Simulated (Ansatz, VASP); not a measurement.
CdSe: VASP beside Ansatz

```
CELL_PARAMETERS angstrom
0.00000 2.87396 2.87396
2.87396 0.00000 2.87396
2.87396 2.87396 0.00000
ATOMIC_POSITIONS crystal
Cd 0.00000 0.00000 0.00000
Se 0.50000 0.50000 0.50000
```

Alike in both runs: task relaxation of cell and atoms; functional PBE; k mesh 16 × 16 × 16; occupations gaussian, width 0.1 eV; no spin polarisation.

|  | VASP | Ansatz |
| --- | --- | --- |
| version | VASP 6.6.1 | Ansatz 0.2.0 |
| potentials or method | VASP PAW PBE potentials, release 64 (Cd, Se), cutoff 600 eV | scalar-relativistic, plane waves, PAW |
| valence electrons in the cell | 18 | 36 |

Ansatz gave:

- gap on the k mesh at the Fermi level, each at its own relaxed structure (eV): none
- relaxed volume (Å³/atom): 23.61
- relaxed cell length with the largest relative difference (Å): 4.057

Question: What did VASP give for the same quantities?

Answer: gap on the k mesh at the Fermi level, each at its own relaxed structure (eV): none; relaxed volume (Å³/atom): 23.74; relaxed cell length with the largest relative difference (Å): 4.064.

A gap of «none» marks a metal or a gap that the smearing closes. VASP's potentials hold 18 valence electrons a cell and Ansatz's 36, so a difference there can come from the potentials and not from the codes.

Noted on VASP's run: the relaxation stopped at its first step, so nothing moved.
